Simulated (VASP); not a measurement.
# PbSe (Cmcm) in VASP: a series of runs, part 2 of 2

VASP 6.6.1. The steps go on from the part before.

**3. Single point, PBEsol**

INCAR

```
ALGO = Normal ; EDIFF = 1E-7
ENCUT = 520 ; GGA = PS
ISIF = 2 ; ISMEAR = -1
LASPH = T ; LCHARG = F
LREAL = F ; LWAVE = F
NBANDS = 28 ; NELM = 60
PREC = Accurate ; SIGMA = 0.1
```

KPOINTS

```
k-points
0
Gamma
  6 6 6
```

POSCAR

```
PbSe
1.0
    2.1548770000     -6.1339470000      0.0000000000
    2.1548770000      6.1339470000      0.0000000000
    0.0000000000      0.0000000000      4.4504940000
Pb Se
2 2
Direct
    0.6317610000      0.3682390000      0.7500000000
    0.3682390000      0.6317610000      0.2500000000
    0.8612900000      0.1387100000      0.7500000000
    0.1387100000      0.8612900000      0.2500000000
```

Potentials or basis: VASP PAW PBE potentials, release 64 (Pb_d, Se).

On the command line:

```console
$ cat potpaw_PBE.64/Pb_d/POTCAR potpaw_PBE.64/Se/POTCAR > POTCAR
$ mpirun -np 1 vasp_std > vasp.out
```

OUTCAR:

```text
EDIFF = 1E-7
   ENCUT = 520
   GGA = PS
   ISIF = 2
   ISMEAR = -1
   LASPH = T
   LREAL = F
   NELM = 60
   PREC = Accurate

 ion  position               nearest neighbor table
   1  0.632  0.368  0.750-   3 2.82   4 3.10   4 3.10   4 3.10   4 3.10   2 3.92   2 3.92
   2  0.368  0.632  0.250-   4 2.82   3 3.10   3 3.10   3 3.10   3 3.10   1 3.92   1 3.92
   3  0.861  0.139  0.750-   1 2.82   2 3.10   2 3.10   2 3.10   2 3.10
   4  0.139  0.861  0.250-   2 2.82   1 3.10   1 3.10   1 3.10   1 3.10

  LATTYP: Found a base centered orthorhombic cell.
 ALAT       =     4.3097540000
 B/A-ratio  =     2.8465415891
 C/A-ratio  =     1.0326561562

  Lattice vectors:

 A1 = (   2.1548770000,  -6.1339470000,   0.0000000000)
 A2 = (   2.1548770000,   6.1339470000,   0.0000000000)
 A3 = (   0.0000000000,   0.0000000000,   4.4504940000)

Analysis of symmetry for initial positions (statically):
=====================================================================
 Subroutine PRICEL returns:
 Original cell was already a primitive cell.

 Routine SETGRP: Setting up the symmetry group for a
 base centered orthorhombic supercell.

 Subroutine GETGRP returns: Found  8 space group operations
 (whereof  4 operations were pure point group operations)
 out of a pool of  8 trial point group operations.

The static configuration has the point symmetry C_2h.
 The point group associated with its full space group is D_2h.

Analysis of symmetry for dynamics (positions and initial velocities):
=====================================================================
 Subroutine PRICEL returns:
 Original cell was already a primitive cell.

 Routine SETGRP: Setting up the symmetry group for a
 base centered orthorhombic supercell.

 Subroutine GETGRP returns: Found  8 space group operations
[... 122 lines left out ...]
   EFERMI =   0.00;   METHOD = LEGACY
   ISMEAR =    -1;   SIGMA  =   0.10  broadening in eV -4-tet -1-fermi 0-gaus
   EFERMI_NEDOS =   21; number of points for ismear=-14 and -15
   IALGO  =     38    algorithm
   IMIX   =      4    mixing-type and parameters
     AMIX     =   0.40;   BMIX     =  1.00
     AMIX_MAG =   1.60;   BMIX_MAG =  1.00
  volume/ion in A,a.u.               =      29.41       198.49
  Fermi-wavevector in a.u.,A,eV,Ry     =   1.142601  2.159203 17.762909  1.305537
  Thomas-Fermi vector in A             =   2.279298
   LORBIT       =      0    0 simple, 1 ext, 2 COOP (PROOUT), +10 PAW based schemes
   GGA     = PS    functional components
   LHFCALC =     F    Hartree Fock is set to
   AEXX    =    0.0000 exact exchange contribution
   IVDW    =     0    specifies the selected vdW correction
   LEPSILON=     F    determine dielectric tensor
   LRPA    =     F    only Hartree local field effects (RPA)
 non-spin polarized calculation
  energy-cutoff  :      520.00
  volume of cell :      117.65
 maximum number of plane-waves:      3187
   NGX = 25   NGY = 25   NGZ = 17

 number of electron      39.9999995 magnetization

 Free energy of the ion-electron system (eV)
  ---------------------------------------------------
  ext. energy  EPLUGINS =         0.00000000
  ---------------------------------------------------
  free energy    TOTEN  =       -17.61844293 eV

  energy without entropy =      -17.61754914  energy(sigma->0) =      -17.61799604

 E-fermi :   4.6577     XC(G=0):  -9.6103

 val. band max:        4.0722222128   @ k =   0.0000   0.0000   0.5000
 cond. band min:       5.1445765169   @ k =   0.3333   0.3333   0.1667
 fundamental gap:      1.0723543040
 Fermi energy:         4.6577158702

 k-point     1 :       0.0000    0.0000    0.0000
  band No.  band energies     occupation
      1     -12.2789      2.00000
      2     -12.1926      2.00000
      3     -12.1850      2.00000
      4     -12.1847      2.00000
      5     -12.1636      2.00000
      6     -12.1585      2.00000
[... 733 lines left out ...]
     27      11.0015      0.00000
     28      11.3081      0.00000

 [... further k-points ...]

------------------------ aborting loop because EDIFF is reached ----------------------------------------

  FORCE on cell =-STRESS in cart. coord.  units (eV):
  Direction    XX          YY          ZZ          XY          YZ          ZX
  --------------------------------------------------------------------------------------
  -------------------------------------------------------------------------------------
  Total       -1.3602644     -1.0541803     -1.4067146      0.0000000      0.0000000      0.0000000
  in kB      -18.5239328    -14.3557121    -19.1564865      0.0000000      0.0000000      0.0000000
  external PRESSURE =     -17.3453771 kB  Pullay stress =       0.0000000 kB

 VOLUME and BASIS-vectors are now :
 -----------------------------------------------------------------------------
  energy-cutoff  :      520.00
  volume of cell :      117.65
      direct lattice vectors                 reciprocal lattice vectors
     2.154877000 -6.133947000  0.000000000     0.232031805 -0.081513583  0.000000000
     2.154877000  6.133947000  0.000000000     0.232031805  0.081513583  0.000000000
     0.000000000  0.000000000  4.450494000     0.000000000  0.000000000  0.224694158

 POSITION                                       TOTAL-FORCE (eV/Angst)
 -----------------------------------------------------------------------------------
      2.15488     -1.61643      3.33787         0.000000     -0.008506      0.000000
      2.15488      1.61643      1.11262         0.000000      0.008506     -0.000000
      2.15488     -4.43227      3.33787         0.000000     -0.056785     -0.000000
      2.15488      4.43227      1.11262         0.000000      0.056785     -0.000000
 -----------------------------------------------------------------------------------
    total drift:                                0.000000      0.000000      0.000000

  FREE ENERGIE OF THE ION-ELECTRON SYSTEM (eV)
  ---------------------------------------------------
  free  energy   TOTEN  =       -17.6184429329 eV

  energy  without entropy=      -17.6175491432  energy(sigma->0) =      -17.61799604
```

Run time: 3.2 min. Hardware: 1 thread of AMD EPYC 7R13 (Zen 3), shared host; peak memory 0.33 GiB.

What came out:

```yaml
Free_energy: -17.6184 eV
Pressure: -1.7 GPa
Largest_force: 0.057 eV/Å
Band_gap_on_the_k_mesh: 1.07 eV (least direct gap 1.19 eV)
```

Forces in eV/Å, atoms in the order of the input:
```
Pb   0.000 -0.009  0.000
Pb   0.000  0.009  0.000
Se   0.000 -0.057  0.000
Se   0.000  0.057  0.000
```

Caveat: the PAW data sets were made with another functional, which shifts forces and pressure a little; spin-orbit coupling is left out, which moves the levels of the heavy elements. A k mesh can miss the band edges.

**4. Single point, LDA**

INCAR

```
SYSTEM = PbSe
PREC = Accurate
ENCUT = 520
EDIFF = 1E-7
ISMEAR = -1
SIGMA = 0.1
LREAL = .FALSE.
LASPH = .TRUE.
NELM = 100
ALGO = Normal
ISIF = 2
LWAVE = .FALSE.
LCHARG = .FALSE.
GGA = CA
NBANDS = 28
```

KPOINTS

```
Automatic mesh
0
G
  6 6 6
  0 0 0
```

POSCAR is that of step 3.

Potentials or basis: VASP PAW LDA potentials, release 64 (Pb_d, Se).

On the command line:

```console
$ cat potpaw_LDA.64/Pb_d/POTCAR potpaw_LDA.64/Se/POTCAR > POTCAR
$ mpirun -np 1 vasp_std > vasp.out
```

Wall time 2.9 min (1 thread of AMD EPYC 7R13 (Zen 3), shared host); peak memory 0.28 GiB.

Results (log left out):

```yaml
Free_energy: -18.6384 eV
Pressure: -3.2 GPa
Largest_force: 0.075 eV/Å
Band_gap_on_the_k_mesh: 1.02 eV (least direct gap 1.14 eV)
```

Forces in eV/Å, atoms in the order of the input:
```
Pb   0.000 -0.075  0.000
Pb   0.000  0.075  0.000
Se   0.000  0.013  0.000
Se   0.000 -0.013  0.000
```

Stress tensor (GPa, compression positive):
```
-3.28  0.00  0.00
 0.00 -2.82  0.00
 0.00  0.00 -3.43
```

Levels at points of the mesh, in eV from the valence-band top:
```tsv
k point	band 18	band 19	band 20	band 21	band 22	band 23
(0.00, 0.00, 0.00)	-1.51	-1.25	-0.35	4.42	4.45	4.63
(0.50, 0.00, 0.00)	-0.87	-0.44	-0.22	1.46	1.59	1.82
(0.50, 0.50, 0.00)	-1.68	-1.04	-0.54	1.09	4.24	4.40
(0.00, 0.00, 0.50)	-0.82	0.00	0.00	1.48	1.48	2.32
(0.50, 0.00, 0.50)	-3.03	-1.23	-1.23	3.12	3.12	5.39
(0.50, 0.50, 0.50)	-0.93	-0.39	-0.39	1.28	1.28	2.78
```

Caveat: the cell stands under tension; spin-orbit coupling is left out, which moves the levels of the heavy elements. A k mesh can miss the band edges.

**5. The runs side by side**

| level | potentials or basis | gap on the mesh (eV) | pressure (GPa) | largest force (eV/Å) |
| --- | --- | --- | --- | --- |
| BLYP | VASP PAW PBE potentials, release 64 (Pb_d, Se) | 1.18 | 4.5 | 0.23 |
| PBEsol | VASP PAW PBE potentials, release 64 (Pb_d, Se) | 1.07 | -1.7 | 0.06 |
| LDA | VASP PAW LDA potentials, release 64 (Pb_d, Se) | 1.02 | -3.2 | 0.07 |

Alike in all rows: task single point; no spin polarisation; cell as given; k mesh 6 × 6 × 6; cutoff (eV) 520; smearing fermi-dirac 0.1 eV.

Caveats: spin-orbit coupling is left out, which moves the levels of the heavy elements; the PAW data sets were made with another functional, which shifts forces and pressure a little (at least some runs); the cell stands under pressure (at least some runs); the cell stands under tension (at least some runs).

Absolute energies hang on the potentials; compare differences alone.
